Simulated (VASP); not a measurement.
# CdAg in VASP: further runs

CdAg is run at these levels: PBE; tasks: single point.

All numbers are computed with VASP 6.6.1; they aren't measurements. Logs are shortened: lines on timing, memory, paths and dates and some standing lists are left out, and cuts for length are marked.

## 1. The cell of the first run

The cell holds a sheet with vacuum, 2 atoms: a = 3.906 Å, b = 3.906 Å, c = 23.800 Å, α = 90.00°, β = 90.00°, γ = 90.00°.

The cell was built from a structure type or drawn by symmetry, and may not be a known phase.

## 2. Single point, PBE

The input, INCAR:

```
PREC     = Accurate       # precision mode
ENCUT    = 520            # plane-wave cutoff, eV
EDIFF    = 1E-6           # SCF threshold, eV
ISMEAR   = 0              # smearing method
SIGMA    = 0.1            # smearing width, eV
LREAL    = False          # projectors in reciprocal space
LASPH    = True           # aspherical terms in the spheres
NELM     = 100            # most SCF steps
ALGO     = Normal         # electronic algorithm
ISIF     = 2              # what is computed and relaxed
LWAVE    = False          # write WAVECAR
LCHARG   = True           # write CHGCAR
LDIPOL   = True         
IDIPOL   = 3            
DIPOL    = 0.5 0.5 0.294
GGA      = PE             # functional
LELF     = True           # ELF
LVHAR    = True         
LVACPOTAV= True         
NBANDS   = 18             # bands
```

The input, KPOINTS:

```
regular mesh
0
Gamma
  14 14 1
```

The input, POSCAR:

```
CdAg
1.0
    3.9055291848      0.0000000000      0.0000000000
    0.0000000000      3.9055291848      0.0000000000
    0.0000000000      0.0000000000     23.8000000000
Cd Ag
1 1
Direct
    0.0000000000      0.0000000000      0.2941176471
    0.5000000000      0.5000000000      0.2941176471
```

Potentials or basis: VASP PAW PBE potentials, release 64 (Cd, Ag).

On the command line:

```
$ cat potpaw_PBE.64/Cd/POTCAR potpaw_PBE.64/Ag/POTCAR > POTCAR
$ mpirun -np 1 vasp_std > vasp.out
```

OUTCAR:

```text
PREC = Accurate
   ENCUT = 520
   EDIFF = 1E-6
   ISMEAR = 0
   LREAL = False
   LASPH = True
   NELM = 100
   ISIF = 2
   GGA = PE

 ion  position               nearest neighbor table
   1  0.000  0.000  0.294-   2 2.76   2 2.76   2 2.76   2 2.76
   2  0.500  0.500  0.294-   1 2.76   1 2.76   1 2.76   1 2.76

  LATTYP: Found a simple tetragonal cell.
 ALAT       =     3.9055291848
 C/A-ratio  =     6.0939245039

  Lattice vectors:

 A1 = (   3.9055291848,   0.0000000000,   0.0000000000)
 A2 = (   0.0000000000,   3.9055291848,   0.0000000000)
 A3 = (   0.0000000000,   0.0000000000,  23.8000000000)

Analysis of symmetry for initial positions (statically):
=====================================================================
 Subroutine PRICEL returns:
 Original cell was already a primitive cell.

 Routine SETGRP: Setting up the symmetry group for a
 simple tetragonal supercell.

 Subroutine GETGRP returns: Found 16 space group operations
 (whereof  8 operations were pure point group operations)
 out of a pool of 16 trial point group operations.

The static configuration has the point symmetry C_4v.
 The point group associated with its full space group is D_4h.

Analysis of symmetry for dynamics (positions and initial velocities):
=====================================================================
 Subroutine PRICEL returns:
 Original cell was already a primitive cell.

 Routine SETGRP: Setting up the symmetry group for a
 simple tetragonal supercell.

 Subroutine GETGRP returns: Found 16 space group operations
 (whereof  8 operations were pure point group operations)
 out of a pool of 16 trial point group operations.

The dynamic configuration has the point symmetry C_4v.
 The point group associated with its full space group is D_4h.

 Subroutine INISYM returns: Found 16 space group operations
 (whereof  8 operations are pure point group operations),
 and found     1 'primitive' translations

----------------------------------------------------------------------------------------

                                     Primitive cell

  volume of cell :     363.0252

  direct lattice vectors                    reciprocal lattice vectors
     3.905529185  0.000000000  0.000000000     0.256047248  0.000000000  0.000000000
     0.000000000  3.905529185  0.000000000     0.000000000  0.256047248  0.000000000
     0.000000000  0.000000000 23.800000000     0.000000000  0.000000000  0.042016807

[... 86 lines left out ...]
   NSW    =      0    number of steps for IOM
   IBRION =     -1    ionic relax: 0-MD 1-quasi-New 2-CG
   NFREE  =      0    steps in history (QN), initial steepest desc. (CG)
   ISIF   =      2    stress and relaxation
   ISYM   =      2    0-nonsym 1-usesym 2-fastsym
   POTIM  = 0.5000    time-step for ionic-motion
   TEBEG  =    0.0;   TEEND  =   0.0 temperature during run
   PSTRESS=    0.0 pullay stress
   NELECT =      23.0000    total number of electrons
   NUPDOWN=      -1.0000    fix difference up-down
   EMIN   =  10.00;   EMAX   =-10.00  energy-range for DOS
   EFERMI =   0.00;   METHOD = LEGACY
   ISMEAR =     0;   SIGMA  =   0.10  broadening in eV -4-tet -1-fermi 0-gaus
   EFERMI_NEDOS =   21; number of points for ismear=-14 and -15
   IALGO  =     38    algorithm
   IMIX   =      4    mixing-type and parameters
     AMIX     =   0.40;   BMIX     =  1.00
     AMIX_MAG =   1.60;   BMIX_MAG =  1.00
  volume/ion in A,a.u.               =     181.51      1224.91
  Fermi-wavevector in a.u.,A,eV,Ry     =   0.652637  1.233306  5.795203  0.425935
  Thomas-Fermi vector in A             =   1.722621
   LORBIT       =      0    0 simple, 1 ext, 2 COOP (PROOUT), +10 PAW based schemes
   GGA     = PE    functional components
   LHFCALC =     F    Hartree Fock is set to
   AEXX    =    0.0000 exact exchange contribution
   IVDW    =     0    specifies the selected vdW correction
   LEPSILON=     F    determine dielectric tensor
   LRPA    =     F    only Hartree local field effects (RPA)
 non-spin polarized calculation
 Gauss-broadening in eV      SIGMA  =   0.10
  energy-cutoff  :      520.00
  volume of cell :      363.03
 maximum number of plane-waves:      9811
 NGX is ok and might be reduce to    30
   NGX = 15   NGY = 15   NGZ = 89

 dipolmoment           0.000000      0.000000     -0.000000 electrons x Angstroem

 number of electron      23.0000016 magnetization

 dipolmoment           0.000000      0.000000      0.000002 electrons x Angstroem

 Free energy of the ion-electron system (eV)
  ---------------------------------------------------
  ext. energy  EPLUGINS =         0.00000000
  ---------------------------------------------------
  free energy    TOTEN  =        -2.59419656 eV

  energy without entropy =       -2.59077062  energy(sigma->0) =       -2.59248359

 E-fermi :  -2.6754     XC(G=0):  -1.8631

 val. band max:       -2.7240637992   @ k =   0.5000   0.5000   0.0000
 cond. band min:      -2.6619675667   @ k =   0.0000   0.0000   0.0000
 fundamental gap:      0.0620962325
 Fermi energy:        -2.6753872213

 k-point     1 :       0.0000    0.0000    0.0000
  band No.  band energies     occupation
      1     -11.6273      2.00000
      2     -11.5464      2.00000
      3     -11.5379      2.00000
      4     -11.2490      2.00000
      5     -11.2490      2.00000
      6      -8.5095      2.00000
[... 481 lines left out ...]
      5     -11.2085      2.00000
      6      -7.6070      2.00000
[... 10 lines left out ...]
     17       2.8341      0.00000
     18       2.8397      0.00000

 [... further k-points ...]

------------------------ aborting loop because EDIFF is reached ----------------------------------------

  FORCE on cell =-STRESS in cart. coord.  units (eV):
  Direction    XX          YY          ZZ          XY          YZ          ZX
  --------------------------------------------------------------------------------------
  -------------------------------------------------------------------------------------
  Total        0.0970141      0.0970141     -0.0101642      0.0000000      0.0000000      0.0000000
  in kB        0.4281627      0.4281627     -0.0448589      0.0000000      0.0000000      0.0000000
  external PRESSURE =       0.2704889 kB  Pullay stress =       0.0000000 kB

 VOLUME and BASIS-vectors are now :
 -----------------------------------------------------------------------------
  energy-cutoff  :      520.00
  volume of cell :      363.03
      direct lattice vectors                 reciprocal lattice vectors
     3.905529185  0.000000000  0.000000000     0.256047248  0.000000000  0.000000000
     0.000000000  3.905529185  0.000000000     0.000000000  0.256047248  0.000000000
     0.000000000  0.000000000 23.800000000     0.000000000  0.000000000  0.042016807

 POSITION                                       TOTAL-FORCE (eV/Angst)
 -----------------------------------------------------------------------------------
      0.00000      0.00000      7.00000         0.000000      0.000000     -0.000000
      1.95276      1.95276      7.00000         0.000000      0.000000      0.000000
 -----------------------------------------------------------------------------------
    total drift:                                0.000000      0.000000     -0.000084

  FREE ENERGIE OF THE ION-ELECTRON SYSTEM (eV)
  ---------------------------------------------------
  free  energy   TOTEN  =        -2.5941965554 eV

  energy  without entropy=       -2.5907706161  energy(sigma->0) =       -2.59248359

 vacuum level on the upper side and lower side of the slab         0.963         0.963
```

OSZICAR:

```text
N       E                     dE             d eps       ncg     rms          rms(c)
DAV:   1     0.164439720786E+03    0.16444E+03   -0.72659E+03  1296   0.872E+02
DAV:   2     0.645604060816E+01   -0.15798E+03   -0.15002E+03  1712   0.202E+02
DAV:   3    -0.269576170421E+01   -0.91518E+01   -0.91233E+01  1414   0.644E+01
[... 12 lines left out ...]
DAV:  16    -0.259416028431E+01   -0.63160E-04   -0.38390E-06  1094   0.426E-03    0.778E-04
DAV:  17    -0.259418572643E+01   -0.25442E-04   -0.13137E-06  1098   0.246E-03    0.737E-04
DAV:  18    -0.259419381640E+01   -0.80900E-05   -0.46832E-07  1102   0.147E-03    0.195E-04
DAV:  19    -0.259419618575E+01   -0.23694E-05   -0.10006E-07  1104   0.595E-04    0.767E-05
DAV:  20    -0.259419655544E+01   -0.36969E-06   -0.87503E-09  1102   0.191E-04
   1 F= -.25941966E+01 E0= -.25924836E+01  d E =-.342594E-02
```

stdout:

```text
POSCAR found type information on POSCAR CdAg
 POSCAR found :  2 types and       2 ions
 scaLAPACK will be used
 LDA part: xc-table for (Slater+PW92), standard interpolation
 POSCAR, INCAR and KPOINTS ok, starting setup
 FFT: planning ... GRIDC
 FFT: planning ... GRID_SOFT
 FFT: planning ... GRID
 WAVECAR not read
 entering main loop
 -----------------------------------------------------------------------------
|                                                                             |
|           W    W    AA    RRRRR   N    N  II  N    N   GGGG   !!!           |
|           W    W   A  A   R    R  NN   N  II  NN   N  G    G  !!!           |
|           W    W  A    A  R    R  N N  N  II  N N  N  G       !!!           |
|           W WW W  AAAAAA  RRRRR   N  N N  II  N  N N  G  GGG   !            |
|           WW  WW  A    A  R   R   N   NN  II  N   NN  G    G                |
|           W    W  A    A  R    R  N    N  II  N    N   GGGG   !!!           |
|                                                                             |
|     Did not find any points to average over, which means that no vacuum     |
|     field-free region was found. Please increase the size of  your cell     |
|     in the dimension of the dipole correction to obtain accurate            |
|     workfunction values.                                                    |
|                                                                             |
 -----------------------------------------------------------------------------
```

Run time: 2.6 min. Hardware: 1 thread of Intel Xeon 6975P-C (Granite Rapids), shared host; peak memory 0.58 GiB.

Results:

* Free energy: -2.5942 eV
* Band gap on the k mesh: zero (an odd number of electrons rules out a gap without spin polarisation)

## 3. Single point, PBE

This run uses another cell than the first one.

The input, INCAR:

```
SYSTEM = CdAg
PREC = Accurate ; ENCUT = 520
EDIFF = 1E-6 ; ISMEAR = 0
SIGMA = 0.1 ; LREAL = .FALSE.
LASPH = .TRUE. ; NELM = 100
ALGO = Normal ; ISIF = 2
LWAVE = .FALSE. ; LCHARG = .TRUE.
LDIPOL = .TRUE. ; IDIPOL = 3
DIPOL = 0.5 0.5 0.294 ; GGA = PE
LELF = .TRUE. ; LVHAR = .TRUE.
LVACPOTAV = .TRUE. ; NBANDS = 18
```

The input, KPOINTS:

```
regular mesh
0
G
  14 14 1
  0 0 0
```

The input, POSCAR:

```
CdAg
1.0
    3.9202323327      0.0000000000      0.0000000000
    0.0000000000      3.9202323327      0.0000000000
    0.0000000000      0.0000000000     23.8000000000
Cd Ag
1 1
Direct
    0.0000000000      0.0000000000      0.2941176471
    0.5000000000      0.5000000000      0.2941176471
```

Potentials or basis: VASP PAW PBE potentials, release 64 (Cd, Ag).

On the command line:

```
$ cat potpaw_PBE.64/Cd/POTCAR potpaw_PBE.64/Ag/POTCAR > POTCAR
$ mpirun -np 1 vasp_std > vasp.out
```

Wall time 2.5 min (1 thread of Intel Xeon 6975P-C (Granite Rapids), shared host); peak memory 0.58 GiB.

Results (log left out):

- Free energy: -2.5943 eV
- Band gap on the k mesh: zero (an odd number of electrons rules out a gap without spin polarisation)

Levels at points of the mesh, in eV from the Fermi level:
| k point | band 7 | band 8 | band 9 | band 10 | band 11 | band 12 | band 13 | band 14 | band 15 | band 16 |
| --- | --- | --- | --- | --- | --- | --- | --- | --- | --- | --- |
| (0.00, 0.00, 0.00) | -4.30 | -4.11 | -4.11 | -3.84 | -3.81 | 0.03 | 3.30 | 3.77 | 3.81 | 4.21 |
| (0.50, 0.00, 0.00) | -4.69 | -4.42 | -4.16 | -4.14 | -3.13 | -2.02 | 2.90 | 3.17 | 5.64 | 5.72 |
| (0.50, 0.50, 0.00) | -4.20 | -4.20 | -4.07 | -4.01 | -0.04 | -0.04 | 0.81 | 1.42 | 4.05 | 4.94 |
